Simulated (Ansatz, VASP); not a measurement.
CsSbSI2: VASP beside Ansatz

Contents of INCAR:

```
ALGO = Normal ; EDIFF = 1E-7
ENCUT = 520 ; GGA = PE
ISIF = 2 ; ISMEAR = 0
LASPH = True ; LCHARG = True
LELF = True ; LREAL = False
LVHAR = True ; LWAVE = False
NBANDS = 25 ; NELM = 60
PREC = Accurate ; SIGMA = 0.05
```

The input KPOINTS:

```
k-points
0
Gamma
  6 6 8
```

Contents of POSCAR:

```
CsSbSI2
1.0
    6.6145221903      0.0000000000      0.0000000000
    0.0000000000      6.6145221903      0.0000000000
    0.0000000000      0.0000000000      4.8629292781
Cs Sb S I
1 1 1 2
Direct
    0.0000000000      0.0000000000      0.0000000000
    0.5000000000      0.5000000000      0.5000000000
    0.5000000000      0.5000000000      0.0000000000
    0.0000000000      0.5000000000      0.5000000000
    0.5000000000      0.0000000000      0.5000000000
```

Input for Ansatz:

```yaml
crystal:
  lattice:
    - [6.6145221903, 0.0, 0.0]
    - [0.0, 6.6145221903, 0.0]
    - [0.0, 0.0, 4.8629292781]
  atoms:
    - { symbol: Cs, position: [0.0, 0.0, 0.0] }
    - { symbol: Sb, position: [0.5, 0.5, 0.5] }
    - { symbol: S, position: [0.5, 0.5, 0.0] }
    - { symbol: I, position: [0.0, 0.5, 0.5] }
    - { symbol: I, position: [0.5, 0.0, 0.5] }
basis:
  ecutwfc: 420
kpoints:
  mp_grid: { grid: [6, 6, 8] }
hamiltonian:
  xc: pbe
scf:
  occupations: { method: gaussian, width: 0.05 }
output:
  forces: true
  stress: true
  eigenvalues: true
```

Alike in both runs: task single point; functional PBE; k mesh 6 × 6 × 8; occupations gaussian, width 0.05 eV; no spin polarisation.

|  | VASP | Ansatz |
| --- | --- | --- |
| version | VASP 6.6.1 | Ansatz 0.2.0 |
| potentials or method | VASP PAW PBE potentials, release 64 (Cs_sv, Sb, S, I), cutoff 520 eV | scalar-relativistic, plane waves, PAW |
| valence electrons in the cell | 34 | 64 |

Ansatz gave:

| Quantity | Value |
| --- | --- |
| gap on the k mesh at the Fermi level (eV) | none |
| pressure (GPa) | 0.3 |
| traceless stress, the component that is largest in VASP (GPa) | 3.32 |

**Question.** Which values does VASP return?

**Answer.** gap on the k mesh at the Fermi level (eV): none; pressure (GPa): 0.3; traceless stress, the component that is largest in VASP (GPa): 3.36.

A gap of «none» marks a metal or a gap that the smearing closes. VASP's potentials hold 34 valence electrons a cell and Ansatz's 64, so a difference there can come from the potentials and not from the codes.

Neither program's run includes spin-orbit coupling.
